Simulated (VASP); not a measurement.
A run of VASP 6.6.1:

INCAR

```
ALGO     = Normal         # electronic algorithm
EDIFF    = 1E-7           # SCF threshold, eV
EDIFFG   = -0.04          # ionic threshold
ENCUT    = 600            # plane-wave cutoff, eV
GGA      = PE             # functional
IBRION   = 2              # ionic algorithm
ISIF     = 3              # what is computed and relaxed
ISMEAR   = 0              # smearing method
LASPH    = T              # aspherical terms in the spheres
LCHARG   = F              # write CHGCAR
LREAL    = F              # projectors in reciprocal space
LWAVE    = F              # write WAVECAR
NELM     = 80             # most SCF steps
NSW      = 90             # ionic steps
PREC     = Accurate       # precision mode
SIGMA    = 0.1            # smearing width, eV
```

File KPOINTS:

```
k-points
0
Gamma
  6 6 2
```

The input POSCAR:

```
ZrPdSe4
1.0
    3.9846441600      0.0000000000      0.0000000000
   -1.9923220800      3.4508030700      0.0000000000
    0.0000000000      0.0000000000      8.8476038100
Zr Pd Se
1 1 4
Direct
    0.0000000000      0.0000000000      0.5000000000
    0.0000000000      0.0000000000      0.0000000000
    0.6666666700      0.3333333300      0.2336920100
    0.3333333300      0.6666666700      0.7663079900
    0.3333333300      0.6666666700      0.2336920100
    0.6666666700      0.3333333300      0.7663079900
```

Potentials or basis: VASP PAW PBE potentials, release 64 (Zr_sv, Pd, Se).

Command:

```sh
$ cat potpaw_PBE.64/Zr_sv/POTCAR potpaw_PBE.64/Pd/POTCAR potpaw_PBE.64/Se/POTCAR > POTCAR
$ mpirun -np 1 vasp_std > vasp.out
```

Hardware: 1 thread of Intel(R) Xeon(R) 6975P-C (Granite Rapids), on a shared host.

Problem. Estimate the wall time of this run.

Solution. Run time: 12 min on 1 thread of Intel(R) Xeon(R) 6975P-C (Granite Rapids), on a shared host, peak memory 0.32 GiB. Counts: scf iterations 354, k points 14, ion steps 22.
